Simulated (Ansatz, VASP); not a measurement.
# WS2, level by level in two programs

```
W S
1.0
     3.22185    0.00000    0.00000
    -1.61092    2.79020    0.00000
     0.00000    0.00000   12.66449
W S
2 4
Direct
  0.66667 0.33333 0.75000
  0.33333 0.66667 0.25000
  0.66667 0.33333 0.37500
  0.33333 0.66667 0.87500
  0.66667 0.33333 0.12500
  0.33333 0.66667 0.62500
```

Single points on this cell with VASP 6.6.1 and Ansatz 0.2.0. Each row is one pair of runs. Alike in all rows: spin: off; k mesh: 10 × 10 × 3; smearing: fermi-dirac, width 0.05 eV; VASP's potentials, cutoff: VASP PAW PBE potentials, release 64 (W_sv, S), 520 eV; Ansatz's potentials, cutoff: Ansatz PAW, 420 eV.

```csv
level,"gap on the k mesh at the Fermi level (eV), VASP","gap on the k mesh at the Fermi level (eV), Ansatz","least direct gap on the mesh (eV), VASP","least direct gap on the mesh (eV), Ansatz","pressure (GPa), VASP","pressure (GPa), Ansatz"
PBE+D3(BJ),?,1.15,?,1.98,?,-7.1
RPBE+D3(BJ),1.22,1.20,1.99,1.99,-19.0,-18.9
PBE,1.16,1.15,1.98,1.98,-3.7,-3.6
```

Problem. Fill in what VASP gave in row 1.

Solution. gap on the k mesh at the Fermi level (eV): 1.16; least direct gap on the mesh (eV): 1.98; pressure (GPa): -7.2.

Neither program's run includes spin-orbit coupling. Noted on Ansatz's runs: odd divisions of the mesh miss points on the zone boundary, where band edges often lie, so the gap on the mesh can be too wide.
